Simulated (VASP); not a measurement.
# MnO in VASP: notebook

Runs on MnO. Level: PBE+U. Tasks: single point, relaxation of shape and atoms at fixed volume.

All numbers are computed with VASP 6.6.1; they aren't measurements. Logs are shortened: lines on timing, memory, paths and dates and some standing lists are left out, and cuts for length are marked.

### 1 The cell of the first run

Symmetry: R-3m, No. 166, trigonal system. Conventional cell: a = 3.210 Å, b = 3.210 Å, c = 7.709 Å, α = 90.00°, β = 90.00°, γ = 120.00°. Within 3.0 Å of Mn (site symmetry -3m) lie 6 O at 2.25 Å. O (site symmetry -3m) has 6 Mn at 2.25 Å within 3.0 Å.

### 2 Single point, PBE+U, collinear spin, antiferromagnetic start

INCAR reads:

```
ALGO = Normal
EDIFF = 1E-6
ENCUT = 520
GGA = PE
ISIF = 2
ISMEAR = 0
ISPIN = 2
LASPH = True
LCHARG = False
LDAU = True
LDAUJ = 0 0
LDAUL = 2 -1
LDAUPRINT = 1
LDAUTYPE = 2
LDAUU = 5 0
LMAXMIX = 4
LORBIT = 11
LREAL = False
LWAVE = False
MAGMOM = 5 -5 0 0
NBANDS = 31
NELM = 150
PREC = Accurate
SIGMA = 0.05
```

KPOINTS reads:

```
k-points
0
Gamma
  12 12 6
```

POSCAR reads:

```
MnO
1.0
    0.0000000000      2.2695972285      2.2695972285
    2.2695972285      0.0000000000      2.2695972285
    4.4801717668      4.4801717668      0.0590226902
Mn O
2 2
Direct
    0.0000000000      0.0000000000      0.0000000000
    0.0000000000      0.0000000000      0.5000000000
    0.5000000006      0.5000000006      0.2499999991
    0.4999999994      0.4999999994      0.7500000009
```

Potentials or basis: VASP PAW PBE potentials, release 64 (Mn_pv, O).

The run is started by

```
$ cat potpaw_PBE.64/Mn_pv/POTCAR potpaw_PBE.64/O/POTCAR > POTCAR
$ mpirun -np 1 vasp_std > vasp.out
```

OUTCAR:

```text
EDIFF = 1E-6
   ENCUT = 520
   GGA = PE
   ISIF = 2
   ISMEAR = 0
   ISPIN = 2
   LASPH = True
   LORBIT = 11
   LREAL = False
   NELM = 150
   PREC = Accurate

 ion  position               nearest neighbor table
   1  0.000  0.000  0.000-   3 2.25   3 2.25   4 2.25   4 2.25   3 2.25   4 2.25   2 3.17   2 3.17
                             2 3.17   2 3.17   2 3.17   2 3.17
   2  0.000  0.000  0.500-   3 2.25   4 2.25   3 2.25   4 2.25   4 2.25   3 2.25   1 3.17   1 3.17
                             1 3.17   1 3.17   1 3.17   1 3.17
   3  0.500  0.500  0.250-   1 2.25   1 2.25   1 2.25   2 2.25   2 2.25   2 2.25
   4  0.500  0.500  0.750-   1 2.25   1 2.25   1 2.25   2 2.25   2 2.25   2 2.25

  LATTYP: Found a trigonal (rhomboedric) cell.
 ALAT       =     5.4630777625
 COS(alpha) =     0.8274071421

  Lattice vectors:

 A1 = (   4.4801717668,   2.2105745383,  -2.2105745383)
 A2 = (   2.2105745383,   2.2105745383,  -4.4801717668)
 A3 = (   2.2105745383,   4.4801717668,  -2.2105745383)

Analysis of symmetry for initial positions (statically):
=====================================================================
 Subroutine PRICEL returns following result:

  LATTYP: Found a trigonal (rhomboedric) cell.
 ALAT       =     3.1680972917
 COS(alpha) =     0.4867835545
[... 12 lines left out ...]
 Subroutine GETGRP returns: Found 12 space group operations
 (whereof 12 operations were pure point group operations)
 out of a pool of 12 trial point group operations.

The static configuration has the point symmetry D_3d.

Analysis of symmetry for dynamics (positions and initial velocities):
=====================================================================
 Subroutine PRICEL returns following result:

  LATTYP: Found a trigonal (rhomboedric) cell.
 ALAT       =     3.1680972917
 COS(alpha) =     0.4867835545
[... 12 lines left out ...]
 Subroutine GETGRP returns: Found 12 space group operations
 (whereof 12 operations were pure point group operations)
 out of a pool of 12 trial point group operations.

The dynamic configuration has the point symmetry D_3d.

Analysis of structural, dynamic, and magnetic symmetry:
=====================================================================
 Subroutine PRICEL returns following result:

  LATTYP: Found a trigonal (rhomboedric) cell.
 ALAT       =     3.1680972917
 COS(alpha) =     0.4867835545
[... 12 lines left out ...]
 Subroutine GETGRP returns: Found 12 space group operations
 (whereof 12 operations were pure point group operations)
 out of a pool of 12 trial point group operations.

The overall configuration has the point symmetry D_3d.

 Subroutine INISYM returns: Found 12 space group operations
 (whereof 12 operations are pure point group operations),
 and found     2 'primitive' translations

----------------------------------------------------------------------------------------

                                     Primitive cell

  volume of cell :      22.9257

  direct lattice vectors                    reciprocal lattice vectors
     2.240085883 -0.029511345 -2.240085883     0.221764189 -0.218842623 -0.221764189
    -0.029511345  2.240085883 -2.240085883    -0.218842623  0.221764189 -0.221764189
     2.240085883  2.240085883  0.029511345     0.221764189  0.221764189  0.218842623

  length of vectors
     3.168097292  3.168097292  3.168097292     0.382427516  0.382427516  0.382427516

  position of ions in fractional coordinates (direct lattice)
     0.000000000  0.000000000  0.000000000
     0.499999999  0.499999999  0.499999999

  ion indices of the primitive-cell ions
   primitive index   ion index
                 1           1
                 2           3

----------------------------------------------------------------------------------------

 KPOINTS: k-points

Automatic generation of k-mesh.
 Grid dimensions read from file:
 generate k-points for:   12   12    6

[... 79 lines left out ...]
   EFERMI_NEDOS =   21; number of points for ismear=-14 and -15
   IALGO  =     38    algorithm
   IMIX   =      4    mixing-type and parameters
     AMIX     =   0.40;   BMIX     =  1.00
     AMIX_MAG =   1.60;   BMIX_MAG =  1.00
  volume/ion in A,a.u.               =      11.46        77.36
  Fermi-wavevector in a.u.,A,eV,Ry     =   1.537749  2.905924 32.173300  2.364671
  Thomas-Fermi vector in A             =   2.644214
   LORBIT       =     11    0 simple, 1 ext, 2 COOP (PROOUT), +10 PAW based schemes
 LDA+U is selected, type is set to LDAUTYPE =  2
   angular momentum for each species LDAUL =     2   -1
   U (eV)           for each species LDAUU =   5.0  0.0
   J (eV)           for each species LDAUJ =   0.0  0.0
   GGA     = PE    functional components
   LHFCALC =     F    Hartree Fock is set to
   AEXX    =    0.0000 exact exchange contribution
   IVDW    =     0    specifies the selected vdW correction
   LEPSILON=     F    determine dielectric tensor
   LRPA    =     F    only Hartree local field effects (RPA)
 spin polarized calculation
 Gauss-broadening in eV      SIGMA  =   0.05
  energy-cutoff  :      520.00
  volume of cell :       45.85
 maximum number of plane-waves:      1250
   NGX = 11   NGY = 11   NGZ = 23

atom =   1  type =  1  l = 2

 onsite density matrix

spin component  1

  0.9405  0.0001  0.0000  0.0001 -0.0000
  0.0001  0.9405  0.0000 -0.0001 -0.0000
  0.0000  0.0000  0.9760  0.0000 -0.0000
  0.0001 -0.0001  0.0000  0.9405  0.0000
 -0.0000 -0.0000 -0.0000  0.0000  0.9760

spin component  2

  0.0171  0.0002  0.0014  0.0002  0.0000
  0.0002  0.0171  0.0007 -0.0002 -0.0012
  0.0014  0.0007  0.0679  0.0007  0.0000
  0.0002 -0.0002  0.0007  0.0171  0.0012
  0.0000 -0.0012  0.0000  0.0012  0.0679

 occupancies and eigenvectors

  o =  0.0167  v =  0.0000  0.0000  0.0000  0.0000  0.0000  0.5774 -0.5774  0.0000 -0.5774 -0.0000      0.0000  0.0000  0.0000  0.0000  0.0000  0.0000  0.0000  0.0000  0.0000  0.0000
  o =  0.0172  v =  0.0000  0.0000  0.0000  0.0000  0.0000  0.1704  0.7763 -0.0069 -0.6059  0.0325      0.0000  0.0000  0.0000  0.0000  0.0000  0.0000  0.0000  0.0000  0.0000  0.0000
  o =  0.0172  v =  0.0000  0.0000  0.0000  0.0000  0.0000 -0.7981 -0.2514  0.0325 -0.5466  0.0069      0.0000  0.0000  0.0000  0.0000  0.0000  0.0000  0.0000  0.0000  0.0000  0.0000
  o =  0.0679  v =  0.0000  0.0000  0.0000  0.0000  0.0000  0.0001  0.0236  0.0054 -0.0234 -0.9994      0.0000  0.0000  0.0000  0.0000  0.0000  0.0000  0.0000  0.0000  0.0000  0.0000
  o =  0.0679  v =  0.0000  0.0000  0.0000  0.0000  0.0000 -0.0271 -0.0134 -0.9994 -0.0137 -0.0054      0.0000  0.0000  0.0000  0.0000  0.0000  0.0000  0.0000  0.0000  0.0000  0.0000
  o =  0.9403  v = -0.5774  0.5774 -0.0000  0.5774 -0.0000  0.0000  0.0000  0.0000  0.0000  0.0000      0.0000  0.0000  0.0000  0.0000  0.0000  0.0000  0.0000  0.0000  0.0000  0.0000
  o =  0.9407  v =  0.6405  0.7588 -0.0001 -0.1183  0.0001  0.0000  0.0000  0.0000  0.0000  0.0000      0.0000  0.0000  0.0000  0.0000  0.0000  0.0000  0.0000  0.0000  0.0000  0.0000
  o =  0.9407  v = -0.5064  0.3014  0.0001 -0.8079  0.0001  0.0000  0.0000  0.0000  0.0000  0.0000      0.0000  0.0000  0.0000  0.0000  0.0000  0.0000  0.0000  0.0000  0.0000  0.0000
  o =  0.9760  v = -0.0001 -0.0001 -1.0000 -0.0001  0.0000  0.0000  0.0000  0.0000  0.0000  0.0000      0.0000  0.0000  0.0000  0.0000  0.0000  0.0000  0.0000  0.0000  0.0000  0.0000
  o =  0.9760  v =  0.0000 -0.0001  0.0000  0.0001  1.0000  0.0000  0.0000  0.0000  0.0000  0.0000      0.0000  0.0000  0.0000  0.0000  0.0000  0.0000  0.0000  0.0000  0.0000  0.0000

atom =   2  type =  1  l = 2

 onsite density matrix

spin component  1

  0.0171  0.0002  0.0014  0.0002  0.0000
  0.0002  0.0171  0.0007 -0.0002 -0.0012
  0.0014  0.0007  0.0679  0.0007  0.0000
  0.0002 -0.0002  0.0007  0.0171  0.0012
  0.0000 -0.0012  0.0000  0.0012  0.0679

spin component  2

  0.9405  0.0001  0.0000  0.0001 -0.0000
  0.0001  0.9405  0.0000 -0.0001 -0.0000
  0.0000  0.0000  0.9760  0.0000 -0.0000
  0.0001 -0.0001  0.0000  0.9405  0.0000
 -0.0000 -0.0000 -0.0000  0.0000  0.9760

 occupancies and eigenvectors

  o =  0.0167  v =  0.5774 -0.5774 -0.0000 -0.5774 -0.0000  0.0000  0.0000  0.0000  0.0000  0.0000      0.0000  0.0000  0.0000  0.0000  0.0000  0.0000  0.0000  0.0000  0.0000  0.0000
  o =  0.0172  v =  0.6741  0.7354 -0.0274 -0.0613  0.0187  0.0000  0.0000  0.0000  0.0000  0.0000      0.0000  0.0000  0.0000  0.0000  0.0000  0.0000  0.0000  0.0000  0.0000  0.0000
  o =  0.0172  v =  0.4600 -0.3538 -0.0187  0.8137 -0.0274  0.0000  0.0000  0.0000  0.0000  0.0000      0.0000  0.0000  0.0000  0.0000  0.0000  0.0000  0.0000  0.0000  0.0000  0.0000
  o =  0.0679  v =  0.0007  0.0238  0.0251 -0.0231 -0.9991  0.0000  0.0000  0.0000  0.0000  0.0000      0.0000  0.0000  0.0000  0.0000  0.0000  0.0000  0.0000  0.0000  0.0000  0.0000
  o =  0.0679  v = -0.0271 -0.0130 -0.9991 -0.0141 -0.0251  0.0000  0.0000  0.0000  0.0000  0.0000      0.0000  0.0000  0.0000  0.0000  0.0000  0.0000  0.0000  0.0000  0.0000  0.0000
  o =  0.9403  v =  0.0000  0.0000  0.0000  0.0000  0.0000  0.5774 -0.5774  0.0000 -0.5774  0.0000      0.0000  0.0000  0.0000  0.0000  0.0000  0.0000  0.0000  0.0000  0.0000  0.0000
  o =  0.9407  v =  0.0000  0.0000  0.0000  0.0000  0.0000 -0.0588  0.6759  0.0000 -0.7347  0.0001      0.0000  0.0000  0.0000  0.0000  0.0000  0.0000  0.0000  0.0000  0.0000  0.0000
  o =  0.9407  v =  0.0000  0.0000  0.0000  0.0000  0.0000  0.8144  0.4581 -0.0001  0.3562  0.0000      0.0000  0.0000  0.0000  0.0000  0.0000  0.0000  0.0000  0.0000  0.0000  0.0000
  o =  0.9760  v =  0.0000  0.0000  0.0000  0.0000  0.0000  0.0001  0.0000  0.9434  0.0001  0.3318      0.0000  0.0000  0.0000  0.0000  0.0000  0.0000  0.0000  0.0000  0.0000  0.0000
  o =  0.9760  v =  0.0000  0.0000  0.0000  0.0000  0.0000 -0.0000 -0.0001 -0.3318  0.0001  0.9434      0.0000  0.0000  0.0000  0.0000  0.0000  0.0000  0.0000  0.0000  0.0000  0.0000

 number of electron      38.0000000 magnetization      -0.0000000

 Free energy of the ion-electron system (eV)
  ---------------------------------------------------
  ext. energy  EPLUGINS =         0.00000000
  ---------------------------------------------------
  free energy    TOTEN  =       -30.65171504 eV

  energy without entropy =      -30.65171504  energy(sigma->0) =      -30.65171504

 E-fermi :   5.6868     XC(G=0): -11.5666

 val. band max:        5.2820984144   @ k =   0.0000   0.0000   0.5000
 cond. band min:       7.0771409668   @ k =   0.0000   0.0000   0.0000
 fundamental gap:      1.7950425525
 Fermi energy:         5.6867809851

 spin component 1

 k-point     1 :       0.0000    0.0000    0.0000
  band No.  band energies     occupation
      1     -43.4546      1.00000
      2     -43.4137      1.00000
      3     -43.4137      1.00000
      4     -38.4916      1.00000
      5     -38.4497      1.00000
      6     -38.4497      1.00000
[... 1625 lines left out ...]
     30      18.0577      0.00000
     31      19.9803      0.00000

 [... further k-points ...]

------------------------ aborting loop because EDIFF is reached ----------------------------------------

  FORCE on cell =-STRESS in cart. coord.  units (eV):
  Direction    XX          YY          ZZ          XY          YZ          ZX
  --------------------------------------------------------------------------------------
  -------------------------------------------------------------------------------------
  Total       -0.1452983     -0.1452983     -0.1452983      0.0383070     -0.0383070     -0.0383070
  in kB       -5.0771390     -5.0771390     -5.0771390      1.3385561     -1.3385561     -1.3385561
  external PRESSURE =      -5.0771390 kB  Pullay stress =       0.0000000 kB

 VOLUME and BASIS-vectors are now :
 -----------------------------------------------------------------------------
  energy-cutoff  :      520.00
  volume of cell :       45.85
      direct lattice vectors                 reciprocal lattice vectors
     0.000000000  2.269597228  2.269597228    -0.221764189  0.218842623  0.221764189
     2.269597228  0.000000000  2.269597228     0.218842623 -0.221764189  0.221764189
     4.480171767  4.480171767  0.059022690     0.112342878  0.112342878 -0.112342878

 POSITION                                       TOTAL-FORCE (eV/Angst)
 -----------------------------------------------------------------------------------
      0.00000      0.00000      0.00000         0.000000      0.000000      0.000000
      2.24009      2.24009      0.02951        -0.000000     -0.000000      0.000000
      2.25484      2.25484      2.28435        -0.000000     -0.000000      0.000000
      4.49493      4.49493      2.31386         0.000000      0.000000     -0.000000
 -----------------------------------------------------------------------------------
    total drift:                                0.000000      0.000000      0.000000

  FREE ENERGIE OF THE ION-ELECTRON SYSTEM (eV)
  ---------------------------------------------------
  free  energy   TOTEN  =       -30.6517150379 eV

  energy  without entropy=      -30.6517150379  energy(sigma->0) =      -30.65171504

 total charge

# of ion       s       p       d       tot
------------------------------------------
    1        0.199   6.169   4.942  11.310
    2        0.199   6.169   4.942  11.310
    3        1.554   3.437   0.000   4.991
    4        1.554   3.437   0.000   4.991
--------------------------------------------------
tot          3.507  19.211   9.884  32.602

 magnetization (x)

# of ion       s       p       d       tot
------------------------------------------
    1        0.023   0.021   4.577   4.621
    2       -0.023  -0.021  -4.577  -4.621
    3        0.000   0.000   0.000   0.000
    4        0.000   0.000   0.000   0.000
--------------------------------------------------
tot          0.000   0.000   0.000   0.000
```

Run time: 2.5 min. Hardware: 1 thread of AMD EPYC 9R45 (Zen 5), shared host; peak memory 0.29 GiB.

What came out:

| Property | Result |
| --- | --- |
| Free energy | -30.6517 eV |
| Pressure | -0.5 GPa |
| Band gap on the k mesh | 1.79 eV |
| Net moment | 0.00 μB per cell |
| Site moments | Mn +4.62, -4.62; O +0.00 μB |
| Valence electrons inside the program's atomic spheres | Mn 11.31; O 4.99 |

Stress tensor (GPa, compression positive):
```
-0.51  0.13 -0.13
 0.13 -0.51 -0.13
-0.13 -0.13 -0.51
```

Levels at points of the mesh, in eV from the valence-band top:
Spin up:
| k point | band 17 | band 18 | band 19 | band 20 | band 21 | band 22 |
| --- | --- | --- | --- | --- | --- | --- |
| (0.00, 0.00, 0.00) | -1.27 | -0.54 | -0.54 | 1.79 | 5.35 | 5.45 |
| (0.50, 0.00, 0.00) | -2.25 | -0.36 | -0.29 | 4.42 | 5.73 | 6.16 |
| (0.00, 0.00, 0.50) | -1.98 | 0.00 | 0.00 | 4.17 | 4.17 | 5.36 |
| (0.50, 0.00, 0.50) | -2.02 | -0.65 | -0.30 | 4.22 | 5.89 | 6.32 |
Spin down:
```csv
k point,band 16,band 17,band 18,band 19,band 20,band 21,band 22,band 23
"(0.00, 0.00, 0.00)",-1.39,-1.27,-0.54,-0.54,1.79,5.35,5.45,5.45
"(0.50, 0.00, 0.00)",-2.29,-2.25,-0.36,-0.29,4.42,5.73,6.16,6.36
"(0.00, 0.00, 0.50)",-1.98,-1.98,0.00,0.00,4.17,4.17,5.36,5.39
"(0.50, 0.00, 0.50)",-2.44,-2.02,-0.65,-0.30,4.22,5.89,6.32,6.34
```

Eigenvalues of the final occupation matrices:
| site | spin | trace | eigenvalues |
| --- | --- | --- | --- |
| site 1 d | 1 | 4.77 | 0.94 0.94 0.94 0.98 0.98 |
| site 1 d | 2 | 0.19 | 0.02 0.02 0.02 0.07 0.07 |
| site 2 d | 1 | 0.19 | 0.02 0.02 0.02 0.07 0.07 |
| site 2 d | 2 | 4.77 | 0.94 0.94 0.94 0.98 0.98 |

A k mesh can miss the band edges. The state reached can hang on the start; a lower one may exist.

### 3 Relaxation of shape and atoms at fixed volume, PBE+U, collinear spin, antiferromagnetic start (11.00 Å³/atom)

This run uses another cell than the first one, of 11.00 Å³/atom.

INCAR reads:

```
SYSTEM = MnO
PREC     = Accurate       ! precision mode
ENCUT    = 600            ! plane-wave cutoff, eV
EDIFF    = 1E-6           ! SCF threshold, eV
ISMEAR   = 0              ! smearing method
SIGMA    = 0.05           ! smearing width, eV
LREAL    = .False.        ! projectors in reciprocal space
LASPH    = .True.         ! aspherical terms in the spheres
NELM     = 150            ! most SCF steps
ALGO     = Normal         ! electronic algorithm
ISIF     = 4              ! what is computed and relaxed
LWAVE    = .False.        ! write WAVECAR
LCHARG   = .False.        ! write CHGCAR
ISPIN    = 2              ! spin polarisation
MAGMOM   = 4.66 -4.66 0 0 ! initial moments
LORBIT   = 11             ! projections on sites
LMAXMIX  = 4              ! l up to which the mixer works
LDAU     = .True.         ! DFT+U
LDAUTYPE = 2            
LDAUL    = 2 -1           ! shell
LDAUU    = 3.9 0          ! U, eV
LDAUJ    = 0 0          
LDAUPRINT= 1            
GGA      = PE             ! functional
IBRION   = 2              ! ionic algorithm
NSW      = 60             ! ionic steps
EDIFFG   = -0.01          ! ionic threshold
```

KPOINTS reads:

```
regular mesh
0
Gamma
  12 12 6
  0 0 0
```

POSCAR reads:

```
MnO
1.0
    0.0000000000      2.2399711947      2.2399711946
    2.2399711947      0.0000000000      2.2399711946
    4.4175819929      4.4175819929      0.0623603964
Mn O
2 2
Direct
    0.0000000000      0.0000000000      0.0000000000
    0.0000000000      0.0000000000      0.5000000000
    0.5000000005      0.5000000005      0.2499999993
    0.4999999995      0.4999999995      0.7500000007
```

Potentials or basis: VASP PAW PBE potentials, release 64 (Mn_pv, O).

The run is started by

```
$ cat potpaw_PBE.64/Mn_pv/POTCAR potpaw_PBE.64/O/POTCAR > POTCAR
$ mpirun -np 1 vasp_std > vasp.out
```

Wall time 9.5 min (1 thread of Oxide Virtual Turin-like, shared host); peak memory 0.31 GiB.

Results (log left out):

```yaml
Free_energy: -31.0867 eV
Pressure_after_relaxing: 4.4 GPa
Band_gap_on_the_k_mesh: 1.77 eV
Net_moment: 0.00 μB per cell
Site_moments: Mn +4.57, -4.57; O +0.00 μB
Valence_electrons_inside_the_program's_atomic_spheres: Mn 11.35; O 5.00
```

Stress tensor (GPa, compression positive):
```
 4.40 -0.07  0.07
-0.07  4.40  0.07
 0.07  0.07  4.40
```

Final structure:
```
Mn O
1.0
     0.00000    2.23997    2.23997
     2.23997    0.00000    2.23997
     4.41758    4.41758    0.06236
Mn O
2 2
Direct
  0.00000 0.00000 0.00000
  0.00000 0.00000 0.50000
  0.50000 0.50000 0.25000
  0.50000 0.50000 0.75000
```

Levels at points of the mesh, in eV from the valence-band top:
Spin up:
| k point | band 17 | band 18 | band 19 | band 20 | band 21 | band 22 |
| --- | --- | --- | --- | --- | --- | --- |
| (0.00, 0.00, 0.00) | -1.64 | -0.60 | -0.60 | 1.77 | 4.71 | 4.77 |
| (0.50, 0.00, 0.00) | -1.99 | -0.37 | -0.27 | 3.83 | 5.53 | 5.63 |
| (0.00, 0.00, 0.50) | -2.11 | 0.00 | 0.00 | 3.84 | 4.16 | 4.70 |
| (0.50, 0.00, 0.50) | -1.82 | -0.54 | -0.25 | 3.60 | 5.35 | 5.66 |
Spin down:
| k point | band 15 | band 16 | band 17 | band 18 | band 19 | band 20 | band 21 | band 22 | band 23 |
| --- | --- | --- | --- | --- | --- | --- | --- | --- | --- |
| (0.00, 0.00, 0.00) | -1.77 | -1.77 | -1.64 | -0.60 | -0.60 | 1.77 | 4.71 | 4.77 | 4.77 |
| (0.50, 0.00, 0.00) | -2.69 | -2.35 | -1.99 | -0.37 | -0.27 | 3.83 | 5.53 | 5.63 | 5.68 |
| (0.00, 0.00, 0.50) | -2.45 | -2.45 | -2.11 | 0.00 | 0.00 | 3.84 | 4.16 | 4.70 | 4.70 |
| (0.50, 0.00, 0.50) | -2.87 | -2.35 | -1.82 | -0.54 | -0.25 | 3.60 | 5.35 | 5.66 | 5.74 |

Eigenvalues of the final occupation matrices:
| site | spin | trace | eigenvalues |
| --- | --- | --- | --- |
| site 1 d | 1 | 4.76 | 0.94 0.94 0.94 0.98 0.98 |
| site 1 d | 2 | 0.22 | 0.02 0.02 0.02 0.08 0.08 |
| site 2 d | 1 | 0.22 | 0.02 0.02 0.02 0.08 0.08 |
| site 2 d | 2 | 4.76 | 0.94 0.94 0.94 0.98 0.98 |

Caveat: the relaxation stopped at its first step, so nothing moved.

[end of part 1 of 2]
